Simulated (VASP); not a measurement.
Set up this calculation in VASP 6.6.1, as the native input.

```
Task                   : single point
Functional             : r2SCAN
Potentials or basis    : VASP PAW PBE potentials, release 64 (Fe)
Cutoff                 : 520 eV
k mesh                 : 22 × 22 × 22
Occupations            : gaussian, width 0.05 eV
Spin                   : collinear spin, ferromagnetic start
Starting moments       : [3.1] μB
Dipole correction      : no
Further INCAR settings : ALGO = Normal; EDIFF = 1e-07; NBANDS = 14
```

Fe:

```
Fe
1.0
    -1.42449    1.42449    1.42449
     1.42449   -1.42449    1.42449
     1.42449    1.42449   -1.42449
Fe
1
Direct
  0.00000 0.00000 0.00000
```

One way to write it, as run:

POSCAR

```
Fe
1.0
   -1.4244927995      1.4244927995      1.4244927995
    1.4244927995     -1.4244927995      1.4244927995
    1.4244927995      1.4244927995     -1.4244927995
Fe
1
Direct
    0.0000000000      0.0000000000      0.0000000000
```

INCAR.step1

```
SYSTEM = Fe
PREC = Accurate ; ENCUT = 520
ISMEAR = 0 ; SIGMA = 0.05
LREAL = .False. ; LASPH = .True.
NELM = 150 ; ISPIN = 2
MAGMOM = 3.1 ; LMAXMIX = 4
NBANDS = 14 ; GGA = PE
ALGO = Normal ; EDIFF = 1E-4
LWAVE = .True. ; LCHARG = .False.
```

INCAR.step2

```
SYSTEM = Fe
PREC = Accurate ; ENCUT = 520
EDIFF = 1E-7 ; ISMEAR = 0
SIGMA = 0.05 ; LREAL = .False.
LASPH = .True. ; NELM = 150
ALGO = Normal ; ISIF = 2
LWAVE = .False. ; LCHARG = .True.
ISPIN = 2 ; MAGMOM = 3.1
LORBIT = 11 ; LMAXMIX = 4
METAGGA = R2SCAN ; LMIXTAU = .True.
LELF = .True. ; LVHAR = .True.
NBANDS = 14 ; ISTART = 1
```

KPOINTS

```
Automatic mesh
0
Gamma
  22 22 22
  0 0 0
```

Potentials or basis: VASP PAW PBE potentials, release 64 (Fe).

Command:

```sh
$ cat potpaw_PBE.64/Fe/POTCAR > POTCAR
$ cp INCAR.step1 INCAR
$ mpirun -np 1 vasp_std > vasp.out
$ cp INCAR.step2 INCAR
$ mpirun -np 1 vasp_std > vasp.out
```

Results of the run:

The pressure is 3.4 GPa, the net moment is 2.64 μB per cell and the site moments are Fe +2.71 μB. The valence electrons inside the program's atomic spheres are Fe 7.24.

Caveat: the cell stands under pressure; the PAW data sets were made with another functional, which shifts forces and pressure a little.

Wall time 4.5 min on 1 thread of AMD EPYC 9R45 96-Core Processor (Zen 5), with other jobs on the host, peak memory 0.16 GiB.
